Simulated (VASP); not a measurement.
# W9C8 in VASP: single point with PBEsol

Aim: the single point of W9C8 with PBEsol.

All numbers are computed with VASP 6.6.1; they aren't measurements. Logs are shortened: lines on timing, memory, paths and dates and some standing lists are left out, and cuts for length are marked.

**1. The cell of the first run**

The cell holds a slab with vacuum, 17 atoms: a = 5.800 Å, b = 5.800 Å, c = 15.256 Å, α = 90.00°, β = 90.00°, γ = 120.00°.

**2. Single point, PBEsol**

Input file INCAR:

```
PREC     = Accurate       # precision mode
ENCUT    = 520            # plane-wave cutoff, eV
EDIFF    = 1E-6           # SCF threshold, eV
ISMEAR   = 0              # smearing method
SIGMA    = 0.15           # smearing width, eV
LREAL    = Auto         
LASPH    = True           # aspherical terms in the spheres
NELM     = 60             # most SCF steps
ALGO     = Normal         # electronic algorithm
ISIF     = 2              # what is computed and relaxed
LWAVE    = False          # write WAVECAR
LCHARG   = True           # write CHGCAR
GGA      = PS             # functional
LELF     = True           # ELF
LVHAR    = True         
NBANDS   = 93             # bands
```

Input file KPOINTS:

```
Automatic mesh
0
Gamma
  4 4 1
```

Input file POSCAR:

```
W9C8
1.0
    5.7996800000      0.0000000000      0.0000000000
   -2.8998400000      5.0226700000      0.0000000000
    0.0000000000      0.0000000000     15.2562950000
W C
9 8
Direct
    0.0000000000      0.0000000000      0.0655467137
   -0.0060603560      0.0043329544      0.2549858272
    0.0000000000      0.5000000000      0.0655467137
   -0.0069259443      0.4989105396      0.2412809925
    0.5000000000      0.0000000000      0.0655467137
    0.4962979442      0.0048358741      0.2557991308
    0.5000000000      0.5000000000      0.0655467137
    0.4902339310      0.4950359072      0.2489538253
    1.0527155610      0.6250225478      0.4069626341
    0.3292283328      0.1638897240      0.1541582671
    0.3182517801      0.1553428754      0.3310325344
    0.3330067238      0.6678676879      0.1511729421
    0.3129688510      0.6395739716      0.3321119577
    0.8297035704      0.1650884888      0.1521662370
    0.8439266693      0.2072640647      0.3382523083
    0.8283039286      0.6678246829      0.1510080265
    0.8093229665      0.6398777941      0.3314901816
```

Potentials or basis: VASP PAW PBE potentials, release 64 (W_sv, C).

Started as:

```bash
$ cat potpaw_PBE.64/W_sv/POTCAR potpaw_PBE.64/C/POTCAR > POTCAR
$ mpirun -np 1 vasp_std > vasp.out
```

OUTCAR:

```text
PREC = Accurate
   ENCUT = 520
   EDIFF = 1E-6
   ISMEAR = 0
   LREAL = Auto
   LASPH = True
   NELM = 60
   ISIF = 2
   GGA = PS

 ion  position               nearest neighbor table
   1  0.000  0.000  0.066-  16 2.12  10 2.14  14 2.14   2 2.89   7 2.90   3 2.90   3 2.90   7 2.90
                             5 2.90   5 2.90
   2  0.994  0.004  0.255-  11 2.00  17 2.17  15 2.19  14 2.26  10 2.28  16 2.32   8 2.86   4 2.88
                             6 2.89   1 2.89   6 2.91   4 2.94   8 2.94   9 3.33
   3  0.000  0.500  0.066-  12 2.12  14 2.14  16 2.15   4 2.68   5 2.90   1 2.90   1 2.90   5 2.90
                             7 2.90   7 2.90
   4  0.993  0.499  0.241-  15 2.08  13 2.12  17 2.14  14 2.16  16 2.17  12 2.19   9 2.61   3 2.68
                             2 2.88   6 2.88   8 2.90   8 2.91   6 2.93   2 2.94
   5  0.500  0.000  0.066-  14 2.12  12 2.12  10 2.16   7 2.90   3 2.90   7 2.90   3 2.90   1 2.90
                             1 2.90   6 2.90
   6  0.496  0.005  0.256-  11 2.01  15 2.16  13 2.17  10 2.26  14 2.30  12 2.33   8 2.86   4 2.88
                             2 2.89   5 2.90   2 2.91   4 2.93   8 2.94   9 3.34
   7  0.500  0.500  0.066-  16 2.10  12 2.13  10 2.16   8 2.80   1 2.90   5 2.90   5 2.90   1 2.90
                             3 2.90   3 2.90
   8  0.490  0.495  0.249-  17 2.04  13 2.06  11 2.12  10 2.20  12 2.23  16 2.26   7 2.80   6 2.86
                             2 2.86   4 2.90   4 2.91   2 2.94   6 2.94
   9  0.053  0.625  0.407-  17 1.86  13 1.86  15 2.35   4 2.61   2 3.33   6 3.34
  10  0.329  0.164  0.154-   1 2.14   5 2.16   7 2.16   8 2.20   6 2.26   2 2.28
  11  0.318  0.155  0.331-   2 2.00   6 2.01   8 2.12
  12  0.333  0.668  0.151-   5 2.12   3 2.12   7 2.13   4 2.19   8 2.23   6 2.33
  13  0.313  0.640  0.332-   9 1.86   8 2.06   4 2.12   6 2.17
  14  0.830  0.165  0.152-   5 2.12   3 2.14   1 2.14   4 2.16   2 2.26   6 2.30
  15  0.844  0.207  0.338-   4 2.08   6 2.16   2 2.19   9 2.35
  16  0.828  0.668  0.151-   7 2.10   1 2.12   3 2.15   4 2.17   8 2.26   2 2.32
  17  0.809  0.640  0.331-   9 1.86   8 2.04   4 2.14   2 2.17

  LATTYP: Found a hexagonal cell.
 ALAT       =     5.7996800000
 C/A-ratio  =     2.6305408229

  Lattice vectors:

 A1 = (   5.7996800000,   0.0000000000,   0.0000000000)
 A2 = (  -2.8998400000,   5.0226700000,   0.0000000000)
 A3 = (   0.0000000000,   0.0000000000,  15.2562950000)

Analysis of symmetry for initial positions (statically):
=====================================================================
 Subroutine PRICEL returns:
 Original cell was already a primitive cell.

 Routine SETGRP: Setting up the symmetry group for a
 hexagonal supercell.

 Subroutine GETGRP returns: Found  1 space group operations
 (whereof  1 operations were pure point group operations)
 out of a pool of 24 trial point group operations.

The static configuration has the point symmetry C_1 .

Analysis of symmetry for dynamics (positions and initial velocities):
=====================================================================
 Subroutine PRICEL returns:
 Original cell was already a primitive cell.

 Routine SETGRP: Setting up the symmetry group for a
 hexagonal supercell.

 Subroutine GETGRP returns: Found  1 space group operations
 (whereof  1 operations were pure point group operations)
 out of a pool of 24 trial point group operations.

The dynamic configuration has the point symmetry C_1 .

 Subroutine INISYM returns: Found  1 space group operations
 (whereof  1 operations are pure point group operations),
 and found     1 'primitive' translations

----------------------------------------------------------------------------------------

                                     Primitive cell

  volume of cell :     444.4140

  direct lattice vectors                    reciprocal lattice vectors
     5.799680000  0.000000000  0.000000000     0.172423306  0.099548646  0.000000000
    -2.899840000  5.022670000  0.000000000     0.000000000  0.199097293  0.000000000
     0.000000000  0.000000000 15.256295000     0.000000000  0.000000000  0.065546714

  length of vectors
     5.799680000  5.799679815 15.256295000     0.199097287  0.199097293  0.065546714

  position of ions in fractional coordinates (direct lattice)
     0.000000000  0.000000000  0.065546714
     0.993939644  0.004332954  0.254985827
     0.000000000  0.500000000  0.065546714
     0.993074056  0.498910540  0.241280993
     0.500000000  0.000000000  0.065546714
     0.496297944  0.004835874  0.255799131
[... 9 lines left out ...]
     0.828303929  0.667824683  0.151008027
     0.809322966  0.639877794  0.331490182

  ion indices of the primitive-cell ions
   primitive index   ion index
                 1           1
                 2           2
                 3           3
                 4           4
                 5           5
                 6           6
[... 9 lines left out ...]
                16          16
                17          17

----------------------------------------------------------------------------------------

 KPOINTS: Automatic mesh

Automatic generation of k-mesh.
 Grid dimensions read from file:
 generate k-points for:    4    4    1

 Generating k-lattice:

  Cartesian coordinates                     Fractional coordinates (reciprocal lattice)
     0.043105827  0.024887162  0.000000000     0.250000000  0.000000000  0.000000000
     0.000000000  0.049774323  0.000000000     0.000000000  0.250000000  0.000000000
     0.000000000  0.000000000  0.065546714     0.000000000  0.000000000  1.000000000

  Length of vectors
     0.049774322  0.049774323  0.065546714

  Shift w.r.t. Gamma in fractional coordinates (k-lattice)
     0.000000000  0.000000000  0.000000000

 Subroutine IBZKPT returns following result:
 ===========================================

 Found     10 irreducible k-points:

 Following reciprocal coordinates:
            Coordinates               Weight
  0.000000  0.000000  0.000000      1.000000
  0.250000 -0.000000  0.000000      2.000000
  0.000000  0.250000  0.000000      2.000000
 -0.250000  0.250000  0.000000      2.000000
  0.500000 -0.000000  0.000000      1.000000
  0.000000  0.500000  0.000000      1.000000
  0.500000  0.500000  0.000000      1.000000
  0.250000  0.250000  0.000000      2.000000
 -0.250000  0.500000  0.000000      2.000000
  0.500000  0.250000  0.000000      2.000000
   k-points           NKPTS =     10   k-points in BZ     NKDIM =     10   number of bands    NBANDS=     93
   number of dos      NEDOS =    301   number of ions     NIONS =     17
   total plane-waves  NPLWV = 276480
   dimension x,y,z NGX =    48 NGY =   48 NGZ =  120
   dimension x,y,z NGXF=    96 NGYF=   96 NGZF=  240
   ions per type =               9   8
   NGX,Y,Z   is equivalent  to a cutoff of  13.76, 13.76, 13.08 a.u.
   NGXF,Y,Z  is equivalent  to a cutoff of  27.52, 27.52, 26.15 a.u.
 SYSTEM =  unknown system
   PREC   = accura    normal or accurate (medium, high low for compatibility)
   ISTART =      0    job   : 0-new  1-cont  2-samecut
   ICHARG =      2    charge: 1-file 2-atom 10-const
   ISPIN  =      1    spin polarized calculation?
   LNONCOLLINEAR =      F non collinear calculations
   LSORBIT =      F    spin-orbit coupling
   LASPH  =      T    aspherical Exc in radial PAW
   ENCUT  =  520.0 eV  38.22 Ry    6.18 a.u.  10.78 10.78 28.37*2*pi/ulx,y,z
   NELM   =     60;   NELMIN=  2; NELMDL= -5     # of ELM steps
   EDIFF  = 0.1E-05   stopping-criterion for ELM
   LREAL  =      T    real-space projection
   EDIFFG = 0.1E-04   stopping-criterion for IOM
   NSW    =      0    number of steps for IOM
   IBRION =     -1    ionic relax: 0-MD 1-quasi-New 2-CG
   NFREE  =      0    steps in history (QN), initial steepest desc. (CG)
   ISIF   =      2    stress and relaxation
   ISYM   =      2    0-nonsym 1-usesym 2-fastsym
   POTIM  = 0.5000    time-step for ionic-motion
   TEBEG  =    0.0;   TEEND  =   0.0 temperature during run
   PSTRESS=    0.0 pullay stress
   NELECT =     158.0000    total number of electrons
   NUPDOWN=      -1.0000    fix difference up-down
   EMIN   =  10.00;   EMAX   =-10.00  energy-range for DOS
   EFERMI =   0.00;   METHOD = LEGACY
   ISMEAR =     0;   SIGMA  =   0.15  broadening in eV -4-tet -1-fermi 0-gaus
   EFERMI_NEDOS =   21; number of points for ismear=-14 and -15
   IALGO  =     38    algorithm
   IMIX   =      4    mixing-type and parameters
     AMIX     =   0.40;   BMIX     =  1.00
     AMIX_MAG =   1.60;   BMIX_MAG =  1.00
  volume/ion in A,a.u.               =      26.14       176.41
  Fermi-wavevector in a.u.,A,eV,Ry     =   1.159751  2.191611 18.300128  1.345021
  Thomas-Fermi vector in A             =   2.296340
   LORBIT       =      0    0 simple, 1 ext, 2 COOP (PROOUT), +10 PAW based schemes
   GGA     = PS    functional components
   LHFCALC =     F    Hartree Fock is set to
   AEXX    =    0.0000 exact exchange contribution
   IVDW    =     0    specifies the selected vdW correction
   LEPSILON=     F    determine dielectric tensor
   LRPA    =     F    only Hartree local field effects (RPA)
 non-spin polarized calculation
 Gauss-broadening in eV      SIGMA  =   0.15
  energy-cutoff  :      520.00
  volume of cell :      444.41
 maximum number of plane-waves:     11992
 NGX is ok and might be reduce to    48
   NGX = 21   NGY = 21   NGZ = 57

 number of electron     157.9999998 magnetization

 Free energy of the ion-electron system (eV)
  ---------------------------------------------------
  ext. energy  EPLUGINS =         0.00000000
  ---------------------------------------------------
  free energy    TOTEN  =      -186.10323785 eV

  energy without entropy =     -186.00874754  energy(sigma->0) =     -186.05599269

 E-fermi :   2.1527     XC(G=0):  -7.1092

 val. band max:        2.0808809560   @ k =   0.0000   0.5000   0.0000
 cond. band min:       2.1862968580   @ k =   0.2500   0.2500   0.0000
 fundamental gap:      0.1054159020
 Fermi energy:         2.1526518980

 k-point     1 :       0.0000    0.0000    0.0000
  band No.  band energies     occupation
      1     -72.5128      2.00000
      2     -71.9761      2.00000
      3     -71.9390      2.00000
      4     -71.8423      2.00000
      5     -71.7876      2.00000
      6     -71.7495      2.00000
[... 83 lines left out ...]
     90       4.5317      0.00000
     91       4.5962      0.00000

 k-point     2 :       0.2500   -0.0000    0.0000
  band No.  band energies     occupation
      1     -72.5128      2.00000
      2     -71.9707      2.00000
      3     -71.9432      2.00000
      4     -71.8427      2.00000
      5     -71.7811      2.00000
      6     -71.7539      2.00000
[... 741 lines left out ...]
     90       4.2313      0.00000
     91       4.3080      0.00000

 k-point    10 :       0.5000    0.2500    0.0000
  band No.  band energies     occupation
      1     -72.5128      2.00000
      2     -71.9615      2.00000
      3     -71.9513      2.00000
      4     -71.8431      2.00000
      5     -71.7691      2.00000
      6     -71.7638      2.00000
[... 83 lines left out ...]
     90       4.2433      0.00000
     91       4.3120      0.00000
 [bands above 91 left out]

------------------------ aborting loop because EDIFF is reached ----------------------------------------

  FORCE on cell =-STRESS in cart. coord.  units (eV):
  Direction    XX          YY          ZZ          XY          YZ          ZX
  --------------------------------------------------------------------------------------
  -------------------------------------------------------------------------------------
  Total       -3.3448330     -9.8987159      1.2142358      0.6303149      0.8787855      2.3691626
  in kB      -12.0586104    -35.6863136      4.3774969      2.2723769      3.1681497      8.5411767
  external PRESSURE =     -14.4558090 kB  Pullay stress =       0.0000000 kB

 VOLUME and BASIS-vectors are now :
 -----------------------------------------------------------------------------
  energy-cutoff  :      520.00
  volume of cell :      444.41
      direct lattice vectors                 reciprocal lattice vectors
     5.799680000  0.000000000  0.000000000     0.172423306  0.099548646  0.000000000
    -2.899840000  5.022670000  0.000000000     0.000000000  0.199097293  0.000000000
     0.000000000  0.000000000 15.256295000     0.000000000  0.000000000  0.065546714

 POSITION                                       TOTAL-FORCE (eV/Angst)
 -----------------------------------------------------------------------------------
      0.00000      0.00000      1.00000        -0.212263     -0.038429      0.546721
      5.75197      0.02176      3.89014         0.044223      0.029872      0.014731
     -1.44992      2.51133      1.00000        -0.143804     -0.057718     -1.256784
      4.31275      2.50586      3.68105         0.047011      0.039185     -0.118839
      2.89984      0.00000      1.00000        -0.135939     -0.059635      0.604639
      2.86435      0.02429      3.90255         0.075349      0.034721     -0.015785
[... 9 lines left out ...]
      2.86731      3.35426      2.30382         0.026705     -0.002281     -0.032274
      2.83827      3.21390      5.05731        -0.046604      0.038941     -0.026460
 -----------------------------------------------------------------------------------
    total drift:                               -0.012658     -0.004990      0.006855

  FREE ENERGIE OF THE ION-ELECTRON SYSTEM (eV)
  ---------------------------------------------------
  free  energy   TOTEN  =      -186.1032378456 eV

  energy  without entropy=     -186.0087475412  energy(sigma->0) =     -186.05599269
```

It took 17 min on 1 thread of AMD EPYC 9R14 (Zen 4), shared host; peak memory 0.68 GiB.

Results:

| Quantity | Value |
| --- | --- |
| Free energy | -186.1032 eV |
| Largest force | 1.266 eV/Å |
| Band gap on the k mesh | zero (band 79 reaches 2.52 eV, above the bottom of band 80 at 2.08 eV) |

Forces in eV/Å, atoms in the order of the input:
```
W   -0.212 -0.038  0.547
W    0.044  0.030  0.015
W   -0.144 -0.058 -1.257
W    0.047  0.039 -0.119
W   -0.136 -0.060  0.605
W    0.075  0.035 -0.016
W   -0.200 -0.117 -0.144
W    0.063  0.058 -0.007
W    0.085 -0.241  0.234
C    0.016 -0.040 -0.004
C    0.081  0.168  0.032
C    0.020 -0.004 -0.028
C    0.194  0.051 -0.066
C    0.024 -0.031  0.044
C    0.062  0.171  0.223
C    0.027 -0.002 -0.032
C   -0.047  0.039 -0.026
```

Levels at points of the mesh, in eV from the Fermi level:
```csv
k point,band 76,band 77,band 78,band 79,band 80,band 81,band 82,band 83
"(0.00, 0.00, 0.00)",-0.10,0.05,0.15,0.37,0.44,0.50,0.57,0.99
"(0.50, 0.00, 0.00)",-1.09,-0.97,-0.77,-0.43,0.04,0.37,0.71,0.90
"(0.00, 0.50, 0.00)",-0.92,-0.88,-0.66,-0.64,-0.07,0.71,0.75,0.88
"(0.50, 0.50, 0.00)",-1.09,-0.99,-0.73,-0.39,0.04,0.39,0.72,0.89
```

Caveat: the PAW data sets were made with another functional, which shifts forces and pressure a little; spin-orbit coupling is left out, which moves the levels of the heavy elements.
